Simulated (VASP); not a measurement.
# ScAl3N4: single point with r2SCAN

ScAl3N4:

```
Sc Al N
1.0
     4.83132   -2.78713   -0.00473
    -3.22601   -0.01746   -4.94268
     3.25835    5.63915   -0.00135
Sc Al N
2 6 8
Direct
  0.36139 0.05655 0.01339
  0.94562 0.55552 0.13913
  0.85854 0.05199 0.26377
  0.36002 0.05323 0.51399
  0.86056 0.05341 0.76247
  0.44225 0.55224 0.38946
  0.94329 0.55290 0.63818
  0.44346 0.55441 0.88726
  0.61146 0.56241 0.14096
  0.11718 0.56509 0.39366
  0.61653 0.56468 0.64071
  0.11636 0.56486 0.88911
  0.70178 0.06336 0.01584
  0.19671 0.06274 0.26784
  0.69822 0.06429 0.51602
  0.19864 0.06632 0.76419
```

This cell differs from its parent crystal: atoms moved along the polar distortion.

| Item | Value |
| --- | --- |
| Program | VASP 6.6.1 |
| Task | single point |
| Functional | r2SCAN |
| Potentials or basis | VASP PAW PBE potentials, release 64 (Sc_sv, Al, N) |
| Cutoff | 520 eV |
| k mesh | 6 × 6 × 4 |
| Occupations | gaussian, width 0.01 eV |
| Spin | no spin polarisation |

```yaml
Pressure: 6.4 GPa
Largest_force: 4.322 eV/Å
Band_gap_on_the_k_mesh: 2.90 eV
```

Forces in eV/Å, atoms in the order of the input:
```
Sc  -0.527  0.128  0.352
Sc   0.487  0.000  0.219
Al   0.153  0.169  0.153
Al  -0.334  0.217  0.194
Al  -0.059 -0.250  0.376
Al   0.035  0.211  0.116
Al   0.304 -0.270  0.391
Al  -0.079 -0.169  0.342
N   -3.758  2.122 -0.240
N    3.288  2.172 -0.314
N    0.044  0.028 -0.315
N   -0.212 -3.982 -0.227
N    3.744 -2.150 -0.173
N    0.215  3.894 -0.219
N   -0.022  0.020 -0.270
N   -3.278 -2.142 -0.384
```

Stress tensor (GPa, compression positive):
```
 17.48  -1.69  -0.05
 -1.69  15.85   0.46
 -0.05   0.46 -14.13
```

Levels at points of the mesh, in eV from the valence-band top:
| k point | band 37 | band 38 | band 39 | band 40 | band 41 | band 42 | band 43 | band 44 |
| --- | --- | --- | --- | --- | --- | --- | --- | --- |
| (0.00, 0.00, 0.00) | -1.78 | -1.65 | -1.54 | 0.00 | 2.90 | 3.58 | 3.81 | 4.43 |
| (0.50, 0.00, 0.00) | -1.61 | -1.53 | -1.32 | -1.14 | 3.75 | 4.14 | 4.52 | 4.62 |
| (0.00, 0.50, 0.00) | -2.14 | -1.75 | -1.55 | -1.48 | 3.85 | 3.91 | 4.21 | 4.76 |
| (0.50, 0.50, 0.00) | -1.65 | -1.44 | -1.22 | -1.17 | 3.96 | 4.10 | 4.16 | 4.74 |
| (0.00, 0.00, 0.50) | -1.64 | -1.57 | -0.81 | -0.76 | 3.91 | 4.21 | 4.30 | 4.75 |
| (0.50, 0.00, 0.50) | -1.56 | -1.49 | -1.34 | -1.21 | 4.00 | 4.27 | 4.52 | 4.73 |
| (0.00, 0.50, 0.50) | -2.09 | -2.01 | -1.76 | -1.58 | 3.29 | 3.43 | 4.76 | 4.86 |
| (0.50, 0.50, 0.50) | -1.55 | -1.40 | -1.36 | -1.32 | 3.99 | 4.21 | 4.29 | 4.83 |

It took 65 min on 1 thread of Oxide Virtual Turin-like Processor, with other jobs on the host, peak memory 0.57 GiB.

Caveat: the cell differs from its parent crystal (atoms moved along the polar distortion); the stress differs along the axes, from -14 to 17 GPa; the PAW data sets were made with another functional, which shifts forces and pressure a little. A k mesh can miss the band edges.
